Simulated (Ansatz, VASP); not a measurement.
## Two plane-wave programs on Zn3CuS4

```
Zn Cu S
1.0
     5.38793    0.00000    0.00000
     0.00000    5.38793    0.00000
     0.00000    0.00000    5.38793
Zn Cu S
3 1 4
Direct
  0.50000 0.50000 0.00000
  0.50000 0.00000 0.50000
  0.00000 0.50000 0.50000
  0.00000 0.00000 0.00000
  0.75400 0.75400 0.24600
  0.75400 0.24600 0.75400
  0.24600 0.75400 0.75400
  0.24600 0.24600 0.24600
```

Change from the starting cell: species swapped into the AlGa3N4 type (P-43m, No. 215).

Alike in both runs: functional PBE; k mesh 6 × 6 × 6; occupations gaussian, width 0.1 eV; no spin polarisation.

Ansatz relaxed the structure, and its values are those at the end. VASP's run is a single point on that final structure, the one shown.

|  | VASP | Ansatz |
| --- | --- | --- |
| version | VASP 6.6.1 | Ansatz 0.2.0 |
| potentials or method | VASP PAW PBE potentials, release 64 (Zn, Cu, S), cutoff 520 eV | scalar-relativistic, plane waves, PAW |
| valence electrons in the cell | 71 | 79 |

Ansatz gave:

* gap on the k mesh at the Fermi level (eV): none
* pressure (GPa): 0.0

Problem. Which values does VASP return?

Solution. gap on the k mesh at the Fermi level (eV): none; pressure (GPa): 0.1.

A gap of «none» marks a metal or a gap that the smearing closes. With one functional, cell and mesh, what is left measures potentials, basis and numerics. VASP's potentials hold 71 valence electrons a cell and Ansatz's 79, so a difference there can come from the potentials and not from the codes.
